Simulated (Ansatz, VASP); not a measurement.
Cu: VASP beside Ansatz

```
Cu
1.0
     2.58464    0.00000    0.00000
    -1.29232    2.23837    0.00000
     0.00000    0.00000    8.43402
Cu
4
Direct
  0.00000 0.00000 0.00000
  0.00000 0.00000 0.50000
  0.33333 0.66667 0.25000
  0.66667 0.33333 0.75000
```

Alike in both runs: task single point; functional BLYP; k mesh 15 × 15 × 4; occupations fermi-dirac, width 0.1 eV; no spin polarisation.

|  | VASP | Ansatz |
| --- | --- | --- |
| version | VASP 6.6.1 | Ansatz 0.2.0 |
| potentials or method | VASP PAW PBE potentials, release 64 (Cu), cutoff 520 eV | plane waves (420 eV) with PAW, scalar-relativistic |
| valence electrons in the cell | 44 | 76 |

|  | VASP | Ansatz | Ansatz less VASP |
| --- | --- | --- | --- |
| pressure (GPa) | 5.9 | 5.1 | -0.86 |
| traceless stress, the component that is largest in VASP (GPa) | 0.98 | 0.98 | +0.002 |

VASP's potentials were made for PBE, not for BLYP. VASP's potentials hold 44 valence electrons a cell and Ansatz's 76, so a difference there can come from the potentials and not from the codes.
